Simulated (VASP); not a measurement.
# Sn (I4_1/amd) in VASP: notebook, part 2 of 3

VASP 6.6.1. The steps go on from the part before.

### 3 Electric field gradients, PBE (equal xx and yy strain of +2 %)

Input file INCAR:

```
SYSTEM = Sn
ALGO     = Normal         ! electronic algorithm
EDIFF    = 1E-8           ! SCF threshold, eV
ENCUT    = 400            ! plane-wave cutoff, eV
GGA      = PE             ! functional
GGA_COMPAT= .False.      
ISIF     = 2              ! what is computed and relaxed
ISMEAR   = -1             ! smearing method
LASPH    = .True.         ! aspherical terms in the spheres
LCHARG   = .False.        ! write CHGCAR
LEFG     = .True.       
LREAL    = .False.        ! projectors in reciprocal space
LWAVE    = .False.        ! write WAVECAR
NBANDS   = 21             ! bands
NELM     = 120            ! most SCF steps
PREC     = Accurate       ! precision mode
SIGMA    = 0.05           ! smearing width, eV
```

Input file KPOINTS:

```
k-points
0
Gamma
  15 15 15
  0 0 0
```

Input file POSCAR:

```
Sn
1.0
   -2.9741670000      2.9741670000      1.5906500000
    2.9741670000     -2.9741670000      1.5906500000
    2.9741670000      2.9741670000     -1.5906500000
Sn
2
Direct
    0.0000000000      0.0000000000      0.0000000000
    0.7500000000      0.2500000000      0.5000000000
```

Potentials or basis: VASP PAW PBE potentials, release 64 (Sn_d).

Launch:

```console
cat potpaw_PBE.64/Sn_d/POTCAR > POTCAR
mpirun -np 1 vasp_std > vasp.out
```

OUTCAR:

```text
SYSTEM = Sn
   EDIFF = 1E-8
   ENCUT = 400
   GGA = PE
   ISIF = 2
   ISMEAR = -1
   LASPH = .True.
   LREAL = .False.
   NELM = 120
   PREC = Accurate

 ion  position               nearest neighbor table
   1  0.000  0.000  0.000-   2 3.08   2 3.08   2 3.08   2 3.08
   2  0.750  0.250  0.500-   1 3.08   1 3.08   1 3.08   1 3.08

  LATTYP: Found a body centered tetragonal cell.
 ALAT       =     5.9483340000
 C/A-ratio  =     0.5348220191

  Lattice vectors:

 A1 = (  -2.9741670000,   2.9741670000,   1.5906500000)
 A2 = (   2.9741670000,  -2.9741670000,   1.5906500000)
 A3 = (   2.9741670000,   2.9741670000,  -1.5906500000)

Analysis of symmetry for initial positions (statically):
=====================================================================
 Subroutine PRICEL returns:
 Original cell was already a primitive cell.

 Routine SETGRP: Setting up the symmetry group for a
 body centered tetragonal supercell.

 Subroutine GETGRP returns: Found 16 space group operations
 (whereof  8 operations were pure point group operations)
 out of a pool of 16 trial point group operations.

The static configuration has the point symmetry D_2d.
 The point group associated with its full space group is D_4h.

Analysis of symmetry for dynamics (positions and initial velocities):
=====================================================================
 Subroutine PRICEL returns:
 Original cell was already a primitive cell.

 Routine SETGRP: Setting up the symmetry group for a
 body centered tetragonal supercell.

 Subroutine GETGRP returns: Found 16 space group operations
 (whereof  8 operations were pure point group operations)
 out of a pool of 16 trial point group operations.

The dynamic configuration has the point symmetry D_2d.
 The point group associated with its full space group is D_4h.

 Subroutine INISYM returns: Found 16 space group operations
 (whereof  8 operations are pure point group operations),
 and found     1 'primitive' translations

----------------------------------------------------------------------------------------

                                     Primitive cell

  volume of cell :      56.2815

  direct lattice vectors                    reciprocal lattice vectors
    -2.974167000  2.974167000  1.590650000     0.000000000  0.168114299  0.314336906
     2.974167000 -2.974167000  1.590650000     0.168114299  0.000000000  0.314336906
     2.974167000  2.974167000 -1.590650000     0.168114299  0.168114299  0.000000000

  length of vectors
     4.496832898  4.496832898  4.496832898     0.356468944  0.356468944  0.237749522

  position of ions in fractional coordinates (direct lattice)
     0.000000000  0.000000000  0.000000000
     0.750000000  0.250000000  0.500000000

  ion indices of the primitive-cell ions
   primitive index   ion index
                 1           1
                 2           2

----------------------------------------------------------------------------------------

 KPOINTS: k-points
[... 74 lines left out ...]
   ISIF   =      2    stress and relaxation
   ISYM   =      2    0-nonsym 1-usesym 2-fastsym
   POTIM  = 0.5000    time-step for ionic-motion
   TEBEG  =    0.0;   TEEND  =   0.0 temperature during run
   PSTRESS=    0.0 pullay stress
   NELECT =      28.0000    total number of electrons
   NUPDOWN=      -1.0000    fix difference up-down
   EMIN   =  10.00;   EMAX   =-10.00  energy-range for DOS
   EFERMI =   0.00;   METHOD = LEGACY
   ISMEAR =    -1;   SIGMA  =   0.05  broadening in eV -4-tet -1-fermi 0-gaus
   EFERMI_NEDOS =   21; number of points for ismear=-14 and -15
   IALGO  =     38    algorithm
   IMIX   =      4    mixing-type and parameters
     AMIX     =   0.40;   BMIX     =  1.00
     AMIX_MAG =   1.60;   BMIX_MAG =  1.00
  volume/ion in A,a.u.               =      28.14       189.90
  Fermi-wavevector in a.u.,A,eV,Ry     =   1.297196  2.451346 22.894775  1.682718
  Thomas-Fermi vector in A             =   2.428604
   LORBIT       =      0    0 simple, 1 ext, 2 COOP (PROOUT), +10 PAW based schemes
   GGA     = PE    functional components
   LHFCALC =     F    Hartree Fock is set to
   AEXX    =    0.0000 exact exchange contribution
   IVDW    =     0    specifies the selected vdW correction
   LEPSILON=     F    determine dielectric tensor
   LRPA    =     F    only Hartree local field effects (RPA)
 non-spin polarized calculation
  energy-cutoff  :      400.00
  volume of cell :       56.28
 maximum number of plane-waves:      1041
 NGX is ok and might be reduce to    30
   NGX = 15   NGY = 15   NGZ = 15

 number of electron      27.9999999 magnetization

 Free energy of the ion-electron system (eV)
  ---------------------------------------------------
  ext. energy  EPLUGINS =         0.00000000
  ---------------------------------------------------
  free energy    TOTEN  =        -7.61488036 eV

  energy without entropy =       -7.60765371  energy(sigma->0) =       -7.61126703

 E-fermi :   7.5366     XC(G=0): -10.1350

 val. band max:        7.5296201145   @ k =  -0.0667  -0.2667   0.0667
 cond. band min:       7.5529391720   @ k =  -0.2000  -0.2667   0.1333
 fundamental gap:      0.0233190574
 Fermi energy:         7.5365712878

 k-point     1 :       0.0000    0.0000    0.0000
  band No.  band energies     occupation
      1     -14.0659      2.00000
      2     -14.0136      2.00000
      3     -13.9641      2.00000
      4     -13.9535      2.00000
      5     -13.8109      2.00000
      6     -13.8109      2.00000
[... 565 lines left out ...]
     20      14.4663      0.00000
     21      15.2955      0.00000

 [... further k-points ...]

------------------------ aborting loop because EDIFF is reached ----------------------------------------

  FORCE on cell =-STRESS in cart. coord.  units (eV):
  Direction    XX          YY          ZZ          XY          YZ          ZX
  --------------------------------------------------------------------------------------
  -------------------------------------------------------------------------------------
  Total        0.1178934      0.1178934      0.1791370      0.0000000      0.0000000      0.0000000
  in kB        3.3560993      3.3560993      5.0995339      0.0000000      0.0000000      0.0000000
  external PRESSURE =       3.9372441 kB  Pullay stress =       0.0000000 kB

 VOLUME and BASIS-vectors are now :
 -----------------------------------------------------------------------------
  energy-cutoff  :      400.00
  volume of cell :       56.28
      direct lattice vectors                 reciprocal lattice vectors
    -2.974167000  2.974167000  1.590650000     0.000000000  0.168114299  0.314336906
     2.974167000 -2.974167000  1.590650000     0.168114299  0.000000000  0.314336906
     2.974167000  2.974167000 -1.590650000     0.168114299  0.168114299  0.000000000

 POSITION                                       TOTAL-FORCE (eV/Angst)
 -----------------------------------------------------------------------------------
      0.00000      0.00000      0.00000        -0.000000     -0.000000     -0.000000
     -0.00000      2.97417      0.79532         0.000000      0.000000      0.000000
 -----------------------------------------------------------------------------------
    total drift:                                0.000000     -0.000000      0.000000

  FREE ENERGIE OF THE ION-ELECTRON SYSTEM (eV)
  ---------------------------------------------------
  free  energy   TOTEN  =        -7.6148803567 eV

  energy  without entropy=       -7.6076537070  energy(sigma->0) =       -7.61126703

 Electric field gradients (V/A^2)
---------------------------------------------------------------------
 ion       V_xx      V_yy      V_zz      V_xy      V_xz      V_yz
---------------------------------------------------------------------
   1     -16.834   -16.834    33.668    -0.005    -0.004    -0.004
   2     -16.834   -16.834    33.668    -0.005    -0.004    -0.004
---------------------------------------------------------------------

 Electric field gradients after diagonalization (V/A^2)
 (convention: |V_zz| > |V_xx| > |V_yy|)
----------------------------------------------------------------------
 ion       V_xx      V_yy      V_zz     asymmetry (V_yy - V_xx)/ V_zz
----------------------------------------------------------------------
   1     -16.839   -16.829    33.668       0.000
   2     -16.839   -16.829    33.668       0.000
----------------------------------------------------------------------

           NMR quadrupolar parameters

 Cq : quadrupolar parameter    Cq=e*Q*V_zz/h
 eta: asymmetry parameters     (V_yy - V_xx)/ V_zz
 Q  : nuclear electric quadrupole moment in mb (millibarn)
----------------------------------------------------------------------
 ion       Cq(MHz)       eta       Q (mb)
----------------------------------------------------------------------
   1       0.081       0.000       1.000
   2       0.081       0.000       1.000
----------------------------------------------------------------------
```

Run time: 4.7 min. Hardware: 1 thread of Oxide Virtual Turin-like, shared host; peak memory 0.27 GiB.

What came out:

```
Free energy                             : -7.6149 eV
Pressure                                : 0.4 GPa
Band gap on the k mesh                  : zero (bands 14 and 15 overlap by 4.01 eV)
Largest electric field gradient by atom : Sn +33.7 V/Å²
```

Levels at points of the mesh, in eV from the Fermi level:
```csv
k point,band 10,band 11,band 12,band 13,band 14,band 15,band 16,band 17,band 18,band 19
"(0.00, 0.00, 0.00)",-21.17,-10.87,-3.92,-1.95,-1.95,2.97,5.89,5.89,6.87,6.98
```

Electric field gradients, principal values (V/Å²):
```
atom    least   middle  greatest (by size)
1 Sn  -16.829  -16.839              33.668
2 Sn  -16.829  -16.839              33.668
```

Caveat: the cell differs from its parent crystal (equal xx and yy strain of +2 %); without QUAD_EFG the Cq values of the log hold for a quadrupole moment of 1 mb, not for the nuclei; spin-orbit coupling is left out, which moves the levels of the heavy elements.

[end of part 2 of 3]

The gap in the log of VASP goes by the Fermi energy; the results here count the filled bands.